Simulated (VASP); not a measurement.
The system is SiSe2.

```xyz
6
Lattice="-2.9250 4.7520 2.9185 2.9250 -4.7520 2.9185 2.9250 4.7520 -2.9185" Properties=species:S:1:pos:R:3 pbc="T T T"
Si    0.0000    0.0000    4.3777
Si    0.0000    0.0000    1.4592
Se    1.3035    1.1992    0.0000
Se    1.6215    3.5527    2.9185
Se    1.3035   -1.1992    2.9185
Se    1.6215    5.9512    0.0000
```

- Program: VASP 6.6.1
- Task: relaxation of cell and atoms
- Functional: LDA
- Potentials or basis: VASP PAW LDA potentials, release 64 (Si, Se)
- Cutoff: 500 eV
- k mesh: 8 × 8 × 8
- Occupations: gaussian, width 0.02 eV
- Spin: no spin polarisation

At the start: pressure -1.4 GPa; volume 27.04 Å³/atom.

How do energy, volume and symmetry change on relaxing?

Over 42 steps the energy falls by 5.3 meV/atom and the volume is 25.96 Å³/atom (-4.0 %); space group Ibam (No. 72, to 0.05 Å).

The path:
```
step  energy change (eV)  largest force (eV/Å)  pressure (GPa)  volume (Å³)
   1              0.0000                0.2521           -1.41       162.26
   3             -0.0152                0.0689           -0.09       159.57
   5             -0.0195                0.0401           -0.05       158.00
   7             -0.0230                0.0295            0.07       154.82
   9             -0.0245                0.0428           -0.07       154.51
  11             -0.0252                0.0285            0.22       153.98
  13             -0.0277                0.0232            0.16       154.13
  15             -0.0295                0.0326            0.06       154.35
  17             -0.0300                0.0548           -0.14       154.91
  19             -0.0305                0.0382           -0.06       154.96
  21             -0.0308                0.0123            0.08       155.04
  23             -0.0311                0.0131           -0.02       155.55
  25             -0.0312                0.0057            0.04       155.53
  27             -0.0313                0.0028            0.00       155.72
  29             -0.0313                0.0010           -0.03       155.84
  31             -0.0314                0.0063           -0.02       155.93
  33             -0.0314                0.0311            0.06       156.31
  35             -0.0316                0.0088           -0.06       156.27
  37             -0.0316                0.0077           -0.03       156.16
  39             -0.0317                0.0045            0.00       155.91
  41             -0.0317                0.0047            0.03       155.72
  42             -0.0318                0.0012            0.00       155.78
```

Final structure:
```yaml
crystal:
  lattice:
    - [-3.04021, 4.40796, 2.90606]
    - [3.04021, -4.40796, 2.90606]
    - [3.04021, 4.40796, -2.90606]
  atoms:
    - { symbol: Si, position: [0.75000, 0.75000, 0.00000] }
    - { symbol: Si, position: [0.25000, 0.25000, 0.00000] }
    - { symbol: Se, position: [0.13266, 0.21578, 0.34844] }
    - { symbol: Se, position: [0.86734, 0.78422, 0.65156] }
    - { symbol: Se, position: [0.36734, 0.71578, 0.08312] }
    - { symbol: Se, position: [0.63266, 0.28422, 0.91688] }
```
